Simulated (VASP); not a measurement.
A run of VASP 6.6.1:

INCAR

```
SYSTEM = KNaICl
PREC = Accurate
ENCUT = 520
EDIFF = 1E-6
ISMEAR = 0
SIGMA = 0.05
LREAL = .FALSE.
LASPH = .TRUE.
NELM = 60
ALGO = Normal
ISIF = 2
LWAVE = .FALSE.
LCHARG = .FALSE.
GGA = CA
NBANDS = 23
```

The input KPOINTS:

```
Automatic mesh
0
G
  6 6 4
  0 0 0
```

File POSCAR:

```
KNaICl
1.0
    4.5580725208      0.0000000000      0.0000000000
    0.0000000000      4.5580725208      0.0000000000
    0.0000000000      0.0000000000      5.7844871266
K Na I Cl
1 1 1 1
Direct
    0.5000000000      0.5000000000      0.5000000000
    0.0000000000      0.0000000000      0.0000000000
    0.5000000000      0.5000000000      0.0000000000
    0.0000000000      0.0000000000      0.5000000000
```

Potentials or basis: VASP PAW LDA potentials, release 64 (K_sv, Na_pv, I, Cl).

The run is started by

```sh
$ cat potpaw_LDA.64/K_sv/POTCAR potpaw_LDA.64/Na_pv/POTCAR potpaw_LDA.64/I/POTCAR potpaw_LDA.64/Cl/POTCAR > POTCAR
$ mpirun -np 1 vasp_std > vasp.out
```

Hardware: 1 thread of Intel(R) Xeon(R) Platinum 8488C (Sapphire Rapids), on a shared host.

**Question.** Estimate the wall time of this run.

**Answer.** Wall time 53 s on 1 thread of Intel(R) Xeon(R) Platinum 8488C (Sapphire Rapids) (shared host), peak memory 0.25 GiB. Counts: scf iterations 14, k points 30.
